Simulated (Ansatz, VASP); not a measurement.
# One calculation of C, two programs

File INCAR:

```
SYSTEM = C
PREC = Accurate
ENCUT = 520
EDIFF = 1E-6
ISMEAR = 0
SIGMA = 0.05
LREAL = .FALSE.
LASPH = .TRUE.
NELM = 100
ALGO = Normal
ISIF = 2
LWAVE = .FALSE.
LCHARG = .FALSE.
GGA = PE
NBANDS = 11
```

File KPOINTS:

```
Automatic mesh
0
G
  12 12 12
  0 0 0
```

File POSCAR:

```
C
1.0
    0.0000000000      1.7858429925      1.7858429925
    1.7858429925      0.0000000000      1.7858429925
    1.7858429925      1.7858429925      0.0000000000
C
2
Direct
    0.5000000000      0.5000000000      0.5000000000
    0.7500000000      0.7500000000      0.7500000000
```

Input for Ansatz:

```yaml
crystal:
  lattice:
    - [0.0, 1.7858429925, 1.7858429925]
    - [1.7858429925, 0.0, 1.7858429925]
    - [1.7858429925, 1.7858429925, 0.0]
  atoms:
    - { symbol: C, position: [0.5, 0.5, 0.5] }
    - { symbol: C, position: [0.75, 0.75, 0.75] }
basis:
  ecutwfc: 520.0
kpoints:
  mp_grid: { grid: [12, 12, 12] }
hamiltonian:
  xc: pbe
  pseudopotentials: { kind: paw, azcp: { folder: soft_1 } }
scf:
  occupations: { method: gaussian, width: 0.05 }
output:
  forces: true
  stress: true
  eigenvalues: true
```

Alike in both runs: task single point; functional PBE; k mesh 12 × 12 × 12; occupations gaussian, width 0.05 eV; no spin polarisation.

```csv
,VASP,Ansatz
version,VASP 6.6.1,Ansatz 0.2.0
potentials or method,"VASP PAW PBE potentials, release 64 (C), cutoff 520 eV","scalar-relativistic, plane waves, PAW"
valence electrons in the cell,8,8
```

```csv
,VASP,Ansatz,Ansatz less VASP
gap on the k mesh at the Fermi level (eV),4.14,4.15,+0.009
least direct gap on the mesh (eV),5.58,5.58,+0.004
pressure (GPa),0.6,0.0,-0.62
```
